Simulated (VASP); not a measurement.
Input of a VASP 6.6.1 run:

Contents of INCAR:

```
PREC = Accurate
ENCUT = 520
EDIFF = 1E-6
ISMEAR = -1
SIGMA = 0.05
LREAL = False
LASPH = True
NELM = 80
ALGO = Normal
ISIF = 2
LWAVE = False
LCHARG = False
GGA = PE
NBANDS = 31
```

The input KPOINTS:

```
Automatic mesh
0
Gamma
  7 7 5
```

The input POSCAR:

```
HPbNO4
1.0
    4.2319123346      0.0000000000      0.0000000000
    2.0351092644      3.8649480258      0.0000000000
    2.0604157593      1.2874704455      6.3229193580
H Pb N O
1 1 1 4
Direct
    0.8914500000      0.6820200000      0.6279600000
    0.1442600000      0.9287200000      0.8835200000
    0.2567000000      0.2886100000      0.3017100000
    0.8310800000      0.6505600000      0.7840500000
    0.3869400000      0.2238000000      0.1129500000
    0.3110400000      0.0357600000      0.4585600000
    0.0772600000      0.6063300000      0.3227500000
```

Potentials or basis: VASP PAW PBE potentials, release 64 (H, Pb_d, N, O).

Launch:

```sh
$ cat potpaw_PBE.64/H/POTCAR potpaw_PBE.64/Pb_d/POTCAR potpaw_PBE.64/N/POTCAR potpaw_PBE.64/O/POTCAR > POTCAR
$ mpirun -np 1 vasp_std > vasp.out
```

Estimate the band gap on the k mesh.

2.77 eV (least direct gap 2.80 eV).

Estimate the pressure.

-1.3 GPa.

What does it give for the largest force?

0.177 eV/Å.

Forces on the atoms (eV/Å):
```
H    0.000  0.015  0.176
Pb  -0.003 -0.037 -0.023
N   -0.001 -0.024 -0.019
O    0.005  0.008 -0.137
O   -0.005  0.071  0.113
O   -0.004  0.084 -0.075
O    0.009 -0.117 -0.034
```

Caveat: the standard files for N, O and F lose accuracy on very short bonds; spin-orbit coupling is left out, which moves the levels of the heavy elements. A k mesh can miss the band edges.
